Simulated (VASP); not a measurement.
Here is a VASP 6.6.1 calculation.

The input INCAR:

```
SYSTEM = BaTiO3
  PREC = Accurate
  ENCUT = 520
  EDIFF = 1E-6
  ISMEAR = 0
  SIGMA = 0.05
  LREAL = .FALSE.
  LASPH = .TRUE.
  NELM = 150
  ALGO = Normal
  ISIF = 2
  LWAVE = .FALSE.
  LCHARG = .FALSE.
  LMAXMIX = 4
  LDAU = .TRUE.
  LDAUTYPE = 2
  LDAUL = -1 2 -1
  LDAUU = 0 4 0
  LDAUJ = 0 0 0
  LDAUPRINT = 1
  GGA = PE
  NBANDS = 28
```

File KPOINTS:

```
regular mesh
0
G
  8 8 8
  0 0 0
```

File POSCAR:

```
BaTiO3
1.0
    3.9281302568      0.0000000000      0.0000000000
    0.0000000000      3.9281302568      0.0000000000
    0.0000000000      0.0000000000      3.9281302568
Ba Ti O
1 1 3
Direct
    0.5000000000      0.5000000000      0.5000000000
    0.0000000000      0.0000000000      0.0000000000
    0.5000000000      0.0000000000      0.0000000000
    0.0000000000      0.5000000000      0.0000000000
    0.0000000000      0.0000000000      0.5000000000
```

Potentials or basis: VASP PAW PBE potentials, release 64 (Ba_sv, Ti_sv, O).

Run with:

```sh
$ cat potpaw_PBE.64/Ba_sv/POTCAR potpaw_PBE.64/Ti_sv/POTCAR potpaw_PBE.64/O/POTCAR > POTCAR
$ mpirun -np 1 vasp_std > vasp.out
```

Predict the pressure.

19.1 GPa.

What does it give for the band gap on the k mesh?

2.35 eV (least direct gap 2.48 eV).

Eigenvalues of the final occupation matrices:
| site | spin | trace | eigenvalues |
| --- | --- | --- | --- |
| site 2 d | 1 | 0.82 | 0.11 0.11 0.11 0.25 0.25 |
| site 2 d | 2 | 0.82 | 0.11 0.11 0.11 0.25 0.25 |

Caveat: the cell differs from its parent crystal (the cell strained); the cell stands under pressure; spin-orbit coupling is left out, which moves the levels of the heavy elements. A k mesh can miss the band edges.
